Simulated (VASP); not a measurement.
# Cu (Fm-3m) in VASP: further runs, part 2 of 2

VASP 6.6.1. Earlier steps stand in the parts before.

## (3) Relaxation of cell and atoms, PBEsol-based screened hybrid with 25 % exact exchange

This run uses another cell than the first one, of 11.81 Å³/atom.

POSCAR

```
Cu
1.0
    0.0000000000      1.8075000000      1.8075000000
    1.8075000000      0.0000000000      1.8075000000
    1.8075000000      1.8075000000      0.0000000000
Cu
1
Direct
    0.0000000000      0.0000000000      0.0000000000
```

INCAR.step1

```
SYSTEM = Cu
PREC = Accurate
ENCUT = 600
EDIFF = 1E-5
ISMEAR = -1
SIGMA = 0.05
LREAL = .FALSE.
LASPH = .TRUE.
NELM = 120
ALGO = Normal
LWAVE = .TRUE.
LCHARG = .FALSE.
GGA = PE
NBANDS = 12
GGA_COMPAT = .FALSE.
IBRION = 2
ISIF = 3
EDIFFG = -0.005
NELMIN = 4
NSW = 100
```

INCAR.step2

```
SYSTEM = Cu
PREC = Accurate
ENCUT = 600
EDIFF = 1E-7
ISMEAR = -1
SIGMA = 0.05
LREAL = .FALSE.
LASPH = .TRUE.
NELM = 120
ALGO = Normal
ISIF = 3
LWAVE = .FALSE.
LCHARG = .FALSE.
GGA = PS
LHFCALC = .TRUE.
AEXX = 0.25
HFSCREEN = 0.207
PRECFOCK = Normal
IBRION = 2
NSW = 60
EDIFFG = -0.01
ISTART = 1
GGA_COMPAT = .FALSE.
NELMIN = 4
```

KPOINTS

```
Automatic mesh
0
G
  7 7 7
  0 0 0
```

Potentials or basis: VASP PAW PBE potentials, release 64 (Cu).

Command:

```sh
cat potpaw_PBE.64/Cu/POTCAR > POTCAR
cp INCAR.step1 INCAR
mpirun -np 1 vasp_std > vasp.out
cp INCAR.step2 INCAR
mpirun -np 1 vasp_std > vasp.out
```

OUTCAR:

```text
SYSTEM = Cu
   PREC = Accurate
   ENCUT = 600
   EDIFF = 1E-7
   ISMEAR = -1
   LREAL = .FALSE.
   LASPH = .TRUE.
   NELM = 120
   ISIF = 3
   GGA = PS
   LHFCALC = .TRUE.
   AEXX = 0.25
   HFSCREEN = 0.207
   PRECFOCK = Normal
   IBRION = 2
   NSW = 60
   EDIFFG = -0.01
   ISTART = 1
   NELMIN = 4

 ion  position               nearest neighbor table
   1  0.000  0.000  0.000-

  LATTYP: Found a face centered cubic cell.
 ALAT       =     3.6150000000

  Lattice vectors:

 A1 = (   0.0000000000,   1.8075000000,   1.8075000000)
 A2 = (   1.8075000000,   0.0000000000,   1.8075000000)
 A3 = (   1.8075000000,   1.8075000000,   0.0000000000)

Analysis of symmetry for initial positions (statically):
=====================================================================
 Subroutine PRICEL returns:
 Original cell was already a primitive cell.

 Routine SETGRP: Setting up the symmetry group for a
 face centered cubic supercell.

 Subroutine GETGRP returns: Found 48 space group operations
 (whereof 48 operations were pure point group operations)
 out of a pool of 48 trial point group operations.

The static configuration has the point symmetry O_h .

Analysis of symmetry for dynamics (positions and initial velocities):
=====================================================================
 Subroutine PRICEL returns:
 Original cell was already a primitive cell.

 Routine SETGRP: Setting up the symmetry group for a
 face centered cubic supercell.

 Subroutine GETGRP returns: Found 48 space group operations
 (whereof 48 operations were pure point group operations)
 out of a pool of 48 trial point group operations.

The dynamic configuration has the point symmetry O_h .

 Subroutine INISYM returns: Found 48 space group operations
 (whereof 48 operations are pure point group operations),
 and found     1 'primitive' translations
[... 103 lines left out ...]
   ISMEAR =    -1;   SIGMA  =   0.05  broadening in eV -4-tet -1-fermi 0-gaus
   EFERMI_NEDOS =   21; number of points for ismear=-14 and -15
   IALGO  =     38    algorithm
   IMIX   =      1    mixing-type and parameters
     AMIX     =   0.40;   BMIX     =  1.00
     AMIX_MAG =   1.60;   BMIX_MAG =  1.00
  volume/ion in A,a.u.               =      11.81        79.70
  Fermi-wavevector in a.u.,A,eV,Ry     =   1.598763  3.021224 34.777078  2.556043
  Thomas-Fermi vector in A             =   2.696162
   LORBIT       =      0    0 simple, 1 ext, 2 COOP (PROOUT), +10 PAW based schemes
   GGA     = PS    functional components
   LHFCALC =     T    Hartree Fock is set to
   PRECFOCK=normal    Normal, Fast or Accurate (Low or Medium for compatibility)
   ENCUT4O =  -1.0   cutoff for four orbital integrals eV
   NKREDX  =     1    reduce k-point grid by
   NKREDY  =     1    reduce k-point grid by
   NKREDZ  =     1    reduce k-point grid by
   AEXX    =    0.2500 exact exchange contribution
   HFSCREEN=    0.2070 screening length (either q_TF or 0.3 A-1)
   HFSCREENC=   0.2070 screening length for correlation (either q_TF or 0.3 A-1)
   ENCUTFOCK=  -1.0 apply spherical cutoff to Coloumb kernel
   IVDW    =     0    specifies the selected vdW correction
   LEPSILON=     F    determine dielectric tensor
   LRPA    =     F    only Hartree local field effects (RPA)
 conjugate gradient relaxation of ions
 non-spin polarized calculation
  energy-cutoff  :      600.00
  volume of cell :       11.81
 maximum number of plane-waves:       411
  NGX = 16; NGY = 16; NGZ = 16

--------------------------------------- Ionic step        1  -------------------------------------------

 number of electron      11.0000002 magnetization

 Free energy of the ion-electron system (eV)
  ---------------------------------------------------
  ext. energy  EPLUGINS =         0.00000000
  ---------------------------------------------------
  free energy    TOTEN  =        -4.10640840 eV

  energy without entropy =       -4.10514449  energy(sigma->0) =       -4.10577644

------------------------ aborting loop because EDIFF is reached ----------------------------------------

  FORCE on cell =-STRESS in cart. coord.  units (eV):
  Direction    XX          YY          ZZ          XY          YZ          ZX
  --------------------------------------------------------------------------------------
  -------------------------------------------------------------------------------------
  Total       -0.2754462     -0.2754462     -0.2754462     -0.0000000     -0.0000000      0.0000000
  in kB      -37.3665052    -37.3665052    -37.3665052     -0.0000000     -0.0000000      0.0000000
  external PRESSURE =     -37.3665052 kB  Pullay stress =       0.0000000 kB
[... 57 lines left out ...]
--------------------------------------- Ionic step        3  -------------------------------------------

 number of electron      11.0000010 magnetization

 Free energy of the ion-electron system (eV)
  ---------------------------------------------------
  ext. energy  EPLUGINS =         0.00000000
  ---------------------------------------------------
  free energy    TOTEN  =        -4.10996730 eV

  energy without entropy =       -4.10871917  energy(sigma->0) =       -4.10934324

 E-fermi :   7.8606     XC(G=0): -10.5627

 val. band max:        6.6257579950   @ k =   0.4286   0.2857   0.0000
 cond. band min:       7.8783589349   @ k =   0.4286   0.4286   0.0000
 fundamental gap:      1.2526009399
 Fermi energy:         7.8605822977

 k-point     1 :       0.0000    0.0000    0.0000
  band No.  band energies     occupation
      1      -3.0722      2.00000
      2       2.9776      2.00000
      3       2.9776      2.00000
      4       2.9776      2.00000
      5       3.8347      2.00000
      6       3.8347      2.00000
      7      31.5538      0.00000
      8      34.7111      0.00000
      9      34.7111      0.00000
[... 254 lines left out ...]
  FREE ENERGIE OF THE ION-ELECTRON SYSTEM (eV)
  ---------------------------------------------------
  free  energy   TOTEN  =        -4.1099673033 eV

  energy  without entropy=       -4.1087191738  energy(sigma->0) =       -4.10934324

 reached required accuracy - stopping structural energy minimisation
```

OUTCAR.step1:

```text
SYSTEM = Cu
   PREC = Accurate
   ENCUT = 600
   EDIFF = 1E-5
   ISMEAR = -1
   LREAL = .FALSE.
   LASPH = .TRUE.
   NELM = 120
   GGA = PE
   IBRION = 2
   ISIF = 3
   EDIFFG = -0.005
   NELMIN = 4
[... 340 lines left out ...]
      1      -1.8343      2.00000
      2       4.4386      2.00000
      3       4.4386      2.00000
      4       4.4386      2.00000
      5       5.2420      2.00000
      6       5.2420      2.00000
      7      29.8780      0.00000
      8      32.4091      0.00000
      9      32.4091      0.00000
     10      32.4091      0.00000
     11      34.8926      0.00000
     12      34.8926      0.00000
[... 311 lines left out ...]
  FREE ENERGIE OF THE ION-ELECTRON SYSTEM (eV)
  ---------------------------------------------------
  free  energy   TOTEN  =        -3.7687132459 eV

  energy  without entropy=       -3.7675162345  energy(sigma->0) =       -3.76811474

 reached required accuracy - stopping structural energy minimisation
```

OSZICAR.step1:

```text
N       E                     dE             d eps       ncg     rms          rms(c)
DAV:   1     0.434548534443E+02    0.43455E+02   -0.58952E+03   528   0.175E+03
DAV:   2    -0.336178499328E+01   -0.46817E+02   -0.44130E+02   484   0.213E+02
DAV:   3    -0.465185656433E+01   -0.12901E+01   -0.12853E+01   588   0.411E+01
DAV:   4    -0.465980609944E+01   -0.79495E-02   -0.79488E-02   544   0.281E+00
[... 27 lines left out ...]
       N       E                     dE             d eps       ncg     rms          rms(c)
DAV:   1    -0.376879637603E+01   -0.85053E-04   -0.13131E-03   556   0.781E-01    0.751E-02
DAV:   2    -0.376874211171E+01    0.54264E-04   -0.11223E-03   556   0.618E-01    0.310E-02
DAV:   3    -0.376871540199E+01    0.26710E-04   -0.17979E-04   432   0.256E-01    0.106E-02
DAV:   4    -0.376871324589E+01    0.21561E-05   -0.27289E-06   244   0.165E-02
   5 F= -.37687132E+01 E0= -.37681147E+01  d E =-.109550E-04
```

It took 17 min on 1 thread of Intel Xeon 6975P-C (Granite Rapids), shared host; peak memory 0.23 GiB.

Results:

- Free energy: -4.1100 eV
- Relaxed volume: 11.51 Å³/atom
- Relaxed cell: a = 2.534 Å, b = 2.534 Å, c = 2.534 Å, α = 60.00°, β = 60.00°, γ = 60.00°
- Space group after relaxing (to 0.1 Å): Fm-3m (No. 225)
- Energy gained by relaxing: 3.6 meV/atom
- Ionic steps: 3
- Pressure after relaxing: -0.1 GPa
- Band gap on the k mesh: zero (an odd number of electrons rules out a gap without spin polarisation)

Step by step:
| step | energy change (eV) | largest force (eV/Å) | pressure (GPa) | volume (Å³) |
| --- | --- | --- | --- | --- |
| 1 | 0.0000 | 0.0000 | -3.74 | 11.81 |
| 2 | -0.0025 | 0.0000 | 2.15 | 11.35 |
| 3 | -0.0036 | 0.0000 | -0.11 | 11.51 |

Final structure:
```xyz
1
Lattice="0.0000 1.7919 1.7919 1.7919 0.0000 1.7919 1.7919 1.7919 0.0000" Properties=species:S:1:pos:R:3 pbc="T T T"
Cu    0.0000    0.0000    0.0000
```

Caveat: the k points lie up to 0.43 Å⁻¹ apart in the final cell, too coarse for converged energies and pressures of a metal; the PAW data sets were made with another functional, which shifts forces and pressure a little.

## (4) Single point, HSE06

This run uses another cell than the first one, of 11.10 Å³/atom.

POSCAR

```
Cu
1.0
    0.0000000000      1.7706018915      1.7706018915
    1.7706018915      0.0000000000      1.7706018915
    1.7706018915      1.7706018915      0.0000000000
Cu
1
Direct
    0.0000000000      0.0000000000      0.0000000000
```

INCAR.step1

```
ALGO = Normal ; EDIFF = 1E-5
ENCUT = 520 ; GGA = PE
GGA_COMPAT = False ; ISIF = 2
ISMEAR = -1 ; LASPH = True
LCHARG = False ; LREAL = False
LWAVE = True ; NBANDS = 12
NELM = 120 ; PREC = Accurate
SIGMA = 0.05
```

INCAR.step2

```
ALGO = Normal ; EDIFF = 1E-6
ENCUT = 520 ; GGA = PE
GGA_COMPAT = False ; HFSCREEN = 0.2079
ISIF = 2 ; ISMEAR = -1
ISTART = 1 ; LASPH = True
LCHARG = False ; LHFCALC = True
LREAL = False ; LWAVE = False
NBANDS = 12 ; NELM = 120
PREC = Accurate ; PRECFOCK = Normal
SIGMA = 0.05
```

KPOINTS

```
k-points
0
Gamma
  8 8 8
```

Potentials or basis: VASP PAW PBE potentials, release 64 (Cu).

Command:

```sh
cat potpaw_PBE.64/Cu/POTCAR > POTCAR
cp INCAR.step1 INCAR
mpirun -np 1 vasp_std > vasp.out
cp INCAR.step2 INCAR
mpirun -np 1 vasp_std > vasp.out
```

OUTCAR:

```text
EDIFF = 1E-6
   ENCUT = 520
   GGA = PE
   HFSCREEN = 0.2079
   ISIF = 2
   ISMEAR = -1
   ISTART = 1
   LASPH = True
   LHFCALC = True
   LREAL = False
   NELM = 120
   PREC = Accurate
   PRECFOCK = Normal

 ion  position               nearest neighbor table
   1  0.000  0.000  0.000-

  LATTYP: Found a face centered cubic cell.
 ALAT       =     3.5412037830

  Lattice vectors:

 A1 = (   0.0000000000,   1.7706018915,   1.7706018915)
 A2 = (   1.7706018915,   0.0000000000,   1.7706018915)
 A3 = (   1.7706018915,   1.7706018915,   0.0000000000)

Analysis of symmetry for initial positions (statically):
=====================================================================
 Subroutine PRICEL returns:
 Original cell was already a primitive cell.

 Routine SETGRP: Setting up the symmetry group for a
 face centered cubic supercell.

 Subroutine GETGRP returns: Found 48 space group operations
 (whereof 48 operations were pure point group operations)
 out of a pool of 48 trial point group operations.

The static configuration has the point symmetry O_h .

Analysis of symmetry for dynamics (positions and initial velocities):
=====================================================================
 Subroutine PRICEL returns:
 Original cell was already a primitive cell.

 Routine SETGRP: Setting up the symmetry group for a
 face centered cubic supercell.

 Subroutine GETGRP returns: Found 48 space group operations
 (whereof 48 operations were pure point group operations)
 out of a pool of 48 trial point group operations.

The dynamic configuration has the point symmetry O_h .

 Subroutine INISYM returns: Found 48 space group operations
 (whereof 48 operations are pure point group operations),
 and found     1 'primitive' translations

[... 124 lines left out ...]
   AEXX    =    0.2500 exact exchange contribution
   HFSCREEN=    0.2079 screening length (either q_TF or 0.3 A-1)
   HFSCREENC=   0.2079 screening length for correlation (either q_TF or 0.3 A-1)
   ENCUTFOCK=  -1.0 apply spherical cutoff to Coloumb kernel
   IVDW    =     0    specifies the selected vdW correction
   LEPSILON=     F    determine dielectric tensor
   LRPA    =     F    only Hartree local field effects (RPA)
 non-spin polarized calculation
  energy-cutoff  :      520.00
  volume of cell :       11.10
 maximum number of plane-waves:       308
  NGX = 14; NGY = 14; NGZ = 14

 number of electron      11.0000009 magnetization

 Free energy of the ion-electron system (eV)
  ---------------------------------------------------
  ext. energy  EPLUGINS =         0.00000000
  ---------------------------------------------------
  free energy    TOTEN  =        -3.57432608 eV

  energy without entropy =       -3.57035909  energy(sigma->0) =       -3.57234258

 E-fermi :   7.7863     XC(G=0): -10.5875

 val. band max:        7.6981546864   @ k =   0.5000   0.2500   0.1250
 cond. band min:       8.1152718381   @ k =   0.5000   0.1250   0.0000
 fundamental gap:      0.4171171517
 Fermi energy:         7.7863158509

 k-point     1 :       0.0000    0.0000    0.0000
  band No.  band energies     occupation
      1      -2.7379      2.00000
      2       3.4642      2.00000
      3       3.4642      2.00000
      4       3.4642      2.00000
      5       4.3708      2.00000
      6       4.3708      2.00000
      7      32.4552      0.00000
      8      35.9358      0.00000
      9      35.9358      0.00000
     10      35.9358      0.00000
     11      38.6713      0.00000
     12      38.6713      0.00000
[... 331 lines left out ...]
 k-point    24 :      -0.3750    0.2500    0.1250
  band No.  band energies     occupation
      1       2.1412      2.00000
      2       2.7830      2.00000
      3       3.5370      2.00000
      4       3.9761      2.00000
      5       5.1171      2.00000
      6      10.5479      0.00000
      7      13.5040      0.00000
      8      24.0639      0.00000
      9      24.8814      0.00000
     10      34.0903      0.00000
     11      38.1148      0.00000
     12      45.6843      0.00000

 [... further k-points ...]

------------------------ aborting loop because EDIFF is reached ----------------------------------------

  FORCE on cell =-STRESS in cart. coord.  units (eV):
  Direction    XX          YY          ZZ          XY          YZ          ZX
  --------------------------------------------------------------------------------------
  -------------------------------------------------------------------------------------
  Total        0.9029518      0.9029518      0.9029518     -0.0000000     -0.0000000      0.0000000
  in kB      130.3113857    130.3113857    130.3113857     -0.0000000     -0.0000000      0.0000000
  external PRESSURE =     130.3113857 kB  Pullay stress =       0.0000000 kB

 VOLUME and BASIS-vectors are now :
 -----------------------------------------------------------------------------
  energy-cutoff  :      520.00
  volume of cell :       11.10
      direct lattice vectors                 reciprocal lattice vectors
     0.000000000  1.770601891  1.770601891    -0.282389849  0.282389849  0.282389849
     1.770601891  0.000000000  1.770601891     0.282389849 -0.282389849  0.282389849
     1.770601891  1.770601891  0.000000000     0.282389849  0.282389849 -0.282389849

 POSITION                                       TOTAL-FORCE (eV/Angst)
 -----------------------------------------------------------------------------------
      0.00000      0.00000      0.00000         0.000000      0.000000      0.000000
 -----------------------------------------------------------------------------------
    total drift:                                0.000000      0.000000      0.000000

  FREE ENERGIE OF THE ION-ELECTRON SYSTEM (eV)
  ---------------------------------------------------
  free  energy   TOTEN  =        -3.5743260792 eV

  energy  without entropy=       -3.5703590894  energy(sigma->0) =       -3.57234258
```

OSZICAR.step1:

```text
N       E                     dE             d eps       ncg     rms          rms(c)
DAV:   1     0.403021902848E+02    0.40302E+02   -0.56170E+03   776   0.157E+03
DAV:   2    -0.338266534120E+01   -0.43685E+02   -0.40583E+02   704   0.209E+02
DAV:   3    -0.458339163544E+01   -0.12007E+01   -0.11927E+01   860   0.386E+01
DAV:   4    -0.459034241604E+01   -0.69508E-02   -0.69496E-02   784   0.257E+00
DAV:   5    -0.459040255378E+01   -0.60138E-04   -0.60138E-04   824   0.250E-01    0.782E+00
DAV:   6    -0.401315854897E+01    0.57724E+00   -0.13697E+01   816   0.715E+01    0.366E+00
DAV:   7    -0.367468159506E+01    0.33848E+00   -0.21152E+00   820   0.277E+01    0.622E-01
DAV:   8    -0.366191108599E+01    0.12771E-01   -0.44500E-03   808   0.920E-01    0.304E-01
DAV:   9    -0.366030508587E+01    0.16060E-02   -0.94932E-03   852   0.170E+00    0.313E-02
DAV:  10    -0.366030646892E+01   -0.13831E-05   -0.49142E-05   812   0.121E-01
   1 F= -.36603065E+01 E0= -.36575453E+01  d E =-.552226E-02
```

Wall time 32 min (1 thread of Intel Xeon Platinum 8375C at 2.90GHz (Ice Lake), shared host); peak memory 0.23 GiB.

Results:

```
Free energy            : -3.5743 eV
Pressure               : 13.0 GPa
Band gap on the k mesh : zero (an odd number of electrons rules out a gap without spin polarisation)
```

Caveat: the k points lie up to 0.38 Å⁻¹ apart, too coarse for converged energies and pressures of a metal; the PAW data sets were made with another functional, which shifts forces and pressure a little.

## (5) Overview

```csv
task,level,cell,k mesh,cutoff (eV),screening parameter,gap on the mesh (eV),pressure (GPa)
single point,HSE06,"a = 2.573 Å, angles 60.0°, 1 atom",8 × 8 × 8,520,0.2079 1/Å,none,0.3
relaxation of cell and atoms,PBEsol-based screened hybrid with 25 % exact exchange,"relaxed from a = 2.556 Å, angles 60.0°, 1 atom",7 × 7 × 7,600,0.207 1/Å,none,-0.1
single point,HSE06,"a = 2.504 Å, angles 60.0°, 1 atom",8 × 8 × 8,520,0.2079 1/Å,none,13.0
```

Alike in all rows: potentials or basis VASP PAW PBE potentials, release 64 (Cu); no spin polarisation; smearing fermi-dirac 0.05 eV.

Caveats: all runs use coarse meshes; the PAW data sets were made with another functional, which shifts forces and pressure a little.

Absolute energies hang on the potentials; compare differences alone.
